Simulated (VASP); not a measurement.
# SrTiO3 (Pm-3m) in VASP: notebook, part 2 of 3

VASP 6.6.1.

## Step 3: Single point, PBE+U

This run uses another cell than the first one, of 12.30 Å³/atom, 0.981 times its volume.

The input, INCAR:

```
SYSTEM = SrTiO3
PREC = Accurate
ENCUT = 520
EDIFF = 1E-6
ISMEAR = 0
SIGMA = 0.02
LREAL = .False.
LASPH = .True.
NELM = 150
ALGO = Normal
ISIF = 2
LWAVE = .False.
LCHARG = .True.
LMAXMIX = 4
LDAU = .True.
LDAUTYPE = 2
LDAUL = -1 2 -1
LDAUU = 0 4 0
LDAUJ = 0 0 0
LDAUPRINT = 1
GGA = PE
LELF = .True.
LVHAR = .True.
NBANDS = 28
```

The input, KPOINTS:

```
Automatic mesh
0
Gamma
  8 8 8
  0 0 0
```

The input, POSCAR:

```
SrTiO3
1.0
    3.9471298222      0.0000000000      0.0000000000
    0.0000000000      3.9471298222      0.0000000000
    0.0000000000      0.0000000000      3.9471298222
Sr Ti O
1 1 3
Direct
    0.0000000000      0.0000000000      0.0000000000
    0.5000000000      0.5000000000      0.5000000000
    0.5000000000      0.0000000000      0.5000000000
    0.5000000000      0.5000000000      0.0000000000
    0.0000000000      0.5000000000      0.5000000000
```

Potentials or basis: VASP PAW PBE potentials, release 64 (Sr_sv, Ti_sv, O).

The run is started by

```sh
$ cat potpaw_PBE.64/Sr_sv/POTCAR potpaw_PBE.64/Ti_sv/POTCAR potpaw_PBE.64/O/POTCAR > POTCAR
$ mpirun -np 1 vasp_std > vasp.out
```

OUTCAR:

```text
SYSTEM = SrTiO3
   PREC = Accurate
   ENCUT = 520
   EDIFF = 1E-6
   ISMEAR = 0
   LREAL = .False.
   LASPH = .True.
   NELM = 150
   ISIF = 2
   GGA = PE

 ion  position               nearest neighbor table
   1  0.000  0.000  0.000-   3 2.79   4 2.79   5 2.79   3 2.79   5 2.79   4 2.79   5 2.79   5 2.79
                             3 2.79   4 2.79   3 2.79   4 2.79   2 3.42   2 3.42   2 3.42   2 3.42
   2  0.500  0.500  0.500-   3 1.97   4 1.97   5 1.97   4 1.97   3 1.97   5 1.97   1 3.42   1 3.42
                             1 3.42   1 3.42   1 3.42   1 3.42   1 3.42   1 3.42
   3  0.500  0.000  0.500-   2 1.97   2 1.97   1 2.79   1 2.79   1 2.79   1 2.79
   4  0.500  0.500  0.000-   2 1.97   2 1.97   1 2.79   1 2.79   1 2.79   1 2.79
   5  0.000  0.500  0.500-   2 1.97   2 1.97   1 2.79   1 2.79   1 2.79   1 2.79

  LATTYP: Found a simple cubic cell.
 ALAT       =     3.9471298222

  Lattice vectors:

 A1 = (   3.9471298222,   0.0000000000,   0.0000000000)
 A2 = (   0.0000000000,   3.9471298222,   0.0000000000)
 A3 = (   0.0000000000,   0.0000000000,   3.9471298222)

Analysis of symmetry for initial positions (statically):
=====================================================================
 Subroutine PRICEL returns:
 Original cell was already a primitive cell.

 Routine SETGRP: Setting up the symmetry group for a
 simple cubic supercell.

 Subroutine GETGRP returns: Found 48 space group operations
 (whereof 48 operations were pure point group operations)
 out of a pool of 48 trial point group operations.

The static configuration has the point symmetry O_h .

Analysis of symmetry for dynamics (positions and initial velocities):
=====================================================================
 Subroutine PRICEL returns:
 Original cell was already a primitive cell.

 Routine SETGRP: Setting up the symmetry group for a
 simple cubic supercell.

 Subroutine GETGRP returns: Found 48 space group operations
 (whereof 48 operations were pure point group operations)
 out of a pool of 48 trial point group operations.

The dynamic configuration has the point symmetry O_h .

 Subroutine INISYM returns: Found 48 space group operations
 (whereof 48 operations are pure point group operations),
 and found     1 'primitive' translations

----------------------------------------------------------------------------------------

                                     Primitive cell

  volume of cell :      61.4956

  direct lattice vectors                    reciprocal lattice vectors
     3.947129822  0.000000000  0.000000000     0.253348647  0.000000000  0.000000000
     0.000000000  3.947129822  0.000000000     0.000000000  0.253348647  0.000000000
[... 103 lines left out ...]
   NUPDOWN=      -1.0000    fix difference up-down
   EMIN   =  10.00;   EMAX   =-10.00  energy-range for DOS
   EFERMI =   0.00;   METHOD = LEGACY
   ISMEAR =     0;   SIGMA  =   0.02  broadening in eV -4-tet -1-fermi 0-gaus
   EFERMI_NEDOS =   21; number of points for ismear=-14 and -15
   IALGO  =     38    algorithm
   IMIX   =      4    mixing-type and parameters
     AMIX     =   0.40;   BMIX     =  1.00
     AMIX_MAG =   1.60;   BMIX_MAG =  1.00
  volume/ion in A,a.u.               =      12.30        83.00
  Fermi-wavevector in a.u.,A,eV,Ry     =   1.418448  2.680478 27.374850  2.011995
  Thomas-Fermi vector in A             =   2.539572
   LORBIT       =      0    0 simple, 1 ext, 2 COOP (PROOUT), +10 PAW based schemes
 LDA+U is selected, type is set to LDAUTYPE =  2
   angular momentum for each species LDAUL =    -1    2   -1
   U (eV)           for each species LDAUU =   0.0  4.0  0.0
   J (eV)           for each species LDAUJ =   0.0  0.0  0.0
   GGA     = PE    functional components
   LHFCALC =     F    Hartree Fock is set to
   AEXX    =    0.0000 exact exchange contribution
   IVDW    =     0    specifies the selected vdW correction
   LEPSILON=     F    determine dielectric tensor
   LRPA    =     F    only Hartree local field effects (RPA)
 non-spin polarized calculation
 Gauss-broadening in eV      SIGMA  =   0.02
  energy-cutoff  :      520.00
  volume of cell :       61.50
 maximum number of plane-waves:      1675
 NGX is ok and might be reduce to    30
   NGX = 15   NGY = 15   NGZ = 15

atom =   2  type =  2  l = 2

 onsite density matrix

spin component  1

  0.1022 -0.0000  0.0000  0.0000 -0.0000
 -0.0000  0.1022  0.0000 -0.0000  0.0000
  0.0000  0.0000  0.2477 -0.0000 -0.0000
  0.0000 -0.0000 -0.0000  0.1022 -0.0000
 -0.0000  0.0000 -0.0000 -0.0000  0.2477

spin component  2

  0.1022 -0.0000  0.0000  0.0000 -0.0000
 -0.0000  0.1022  0.0000 -0.0000  0.0000
  0.0000  0.0000  0.2477 -0.0000 -0.0000
  0.0000 -0.0000 -0.0000  0.1022 -0.0000
 -0.0000  0.0000 -0.0000 -0.0000  0.2477

 occupancies and eigenvectors

  o =  0.1022  v =  0.0000 -0.1644 -0.0000 -0.9864 -0.0000  0.0000  0.0000  0.0000  0.0000  0.0000      0.0000  0.0000  0.0000  0.0000  0.0000  0.0000  0.0000  0.0000  0.0000  0.0000
  o =  0.1022  v =  0.0000  0.0000  0.0000  0.0000  0.0000  0.0000 -0.1644 -0.0000 -0.9864 -0.0000      0.0000  0.0000  0.0000  0.0000  0.0000  0.0000  0.0000  0.0000  0.0000  0.0000
  o =  0.1022  v =  0.0000 -0.9864 -0.0000  0.1644  0.0000  0.0000  0.0000  0.0000  0.0000  0.0000      0.0000  0.0000  0.0000  0.0000  0.0000  0.0000  0.0000  0.0000  0.0000  0.0000
  o =  0.1022  v =  0.0000  0.0000  0.0000  0.0000  0.0000  0.0000 -0.9864 -0.0000  0.1644  0.0000      0.0000  0.0000  0.0000  0.0000  0.0000  0.0000  0.0000  0.0000  0.0000  0.0000
  o =  0.1022  v =  1.0000  0.0000  0.0000  0.0000  0.0000  0.0000  0.0000  0.0000  0.0000  0.0000      0.0000  0.0000  0.0000  0.0000  0.0000  0.0000  0.0000  0.0000  0.0000  0.0000
  o =  0.1022  v =  0.0000  0.0000  0.0000  0.0000  0.0000  1.0000  0.0000  0.0000  0.0000  0.0000      0.0000  0.0000  0.0000  0.0000  0.0000  0.0000  0.0000  0.0000  0.0000  0.0000
  o =  0.2477  v =  0.0000  0.0000  0.0000  0.0000  0.0000  0.0000 -0.0000 -0.0449  0.0000 -0.9990      0.0000  0.0000  0.0000  0.0000  0.0000  0.0000  0.0000  0.0000  0.0000  0.0000
  o =  0.2477  v =  0.0000 -0.0000 -0.0449  0.0000 -0.9990  0.0000  0.0000  0.0000  0.0000  0.0000      0.0000  0.0000  0.0000  0.0000  0.0000  0.0000  0.0000  0.0000  0.0000  0.0000
  o =  0.2477  v =  0.0000  0.0000  0.0000  0.0000  0.0000  0.0000  0.0000 -0.9990 -0.0000  0.0449      0.0000  0.0000  0.0000  0.0000  0.0000  0.0000  0.0000  0.0000  0.0000  0.0000
  o =  0.2477  v =  0.0000  0.0000 -0.9990 -0.0000  0.0449  0.0000  0.0000  0.0000  0.0000  0.0000      0.0000  0.0000  0.0000  0.0000  0.0000  0.0000  0.0000  0.0000  0.0000  0.0000

 number of electron      39.9999986 magnetization

 Free energy of the ion-electron system (eV)
  ---------------------------------------------------
  ext. energy  EPLUGINS =         0.00000000
  ---------------------------------------------------
  free energy    TOTEN  =       -37.40473936 eV

  energy without entropy =      -37.40473936  energy(sigma->0) =      -37.40473936

 E-fermi :   4.2698     XC(G=0): -11.1100

 val. band max:        4.0406766595   @ k =   0.5000   0.5000   0.5000
 cond. band min:       6.3490300532   @ k =   0.0000   0.0000   0.0000
 fundamental gap:      2.3083533937
 Fermi energy:         4.2697858552

 k-point     1 :       0.0000    0.0000    0.0000
  band No.  band energies     occupation
      1     -53.6082      2.00000
      2     -29.7853      2.00000
      3     -29.7853      2.00000
      4     -29.7853      2.00000
      5     -28.8471      2.00000
      6     -13.3352      2.00000
[... 733 lines left out ...]
     27      12.1256      0.00000
     28      12.5927      0.00000

 [... further k-points ...]
[... 5 lines left out ...]
  --------------------------------------------------------------------------------------
  -------------------------------------------------------------------------------------
  Total        1.0365374      1.0365374      1.0365374     -0.0000000     -0.0000000      0.0000000
  in kB       27.0054447     27.0054447     27.0054447     -0.0000000     -0.0000000      0.0000000
  external PRESSURE =      27.0054447 kB  Pullay stress =       0.0000000 kB

 VOLUME and BASIS-vectors are now :
 -----------------------------------------------------------------------------
  energy-cutoff  :      520.00
  volume of cell :       61.50
      direct lattice vectors                 reciprocal lattice vectors
     3.947129822  0.000000000  0.000000000     0.253348647  0.000000000  0.000000000
     0.000000000  3.947129822  0.000000000     0.000000000  0.253348647  0.000000000
     0.000000000  0.000000000  3.947129822     0.000000000  0.000000000  0.253348647

 POSITION                                       TOTAL-FORCE (eV/Angst)
 -----------------------------------------------------------------------------------
      0.00000      0.00000      0.00000         0.000000      0.000000      0.000000
      1.97356      1.97356      1.97356         0.000000      0.000000      0.000000
      1.97356      0.00000      1.97356         0.000000      0.000000      0.000000
      1.97356      1.97356      0.00000         0.000000      0.000000      0.000000
      0.00000      1.97356      1.97356         0.000000      0.000000      0.000000
 -----------------------------------------------------------------------------------
    total drift:                                0.000000      0.000000     -0.000000

  FREE ENERGIE OF THE ION-ELECTRON SYSTEM (eV)
  ---------------------------------------------------
  free  energy   TOTEN  =       -37.4047393552 eV

  energy  without entropy=      -37.4047393552  energy(sigma->0) =      -37.40473936
```

It took 89 s on 1 thread of Intel Xeon Platinum 8259CL at 2.50GHz (Skylake/Cascade Lake), shared host; peak memory 0.2 GiB.

Results:

```yaml
Free_energy: -37.4047 eV
Pressure: 2.7 GPa
Band_gap_on_the_k_mesh: 2.31 eV, indirect (least direct gap 2.74 eV)
```

Eigenvalues of the final occupation matrices:
```
    site  spin  trace               eigenvalues
site 2 d     1   0.80  0.10 0.10 0.10 0.25 0.25
site 2 d     2   0.80  0.10 0.10 0.10 0.25 0.25
```

A k mesh can miss the band edges.

(Part 2 of 3 ends here.)
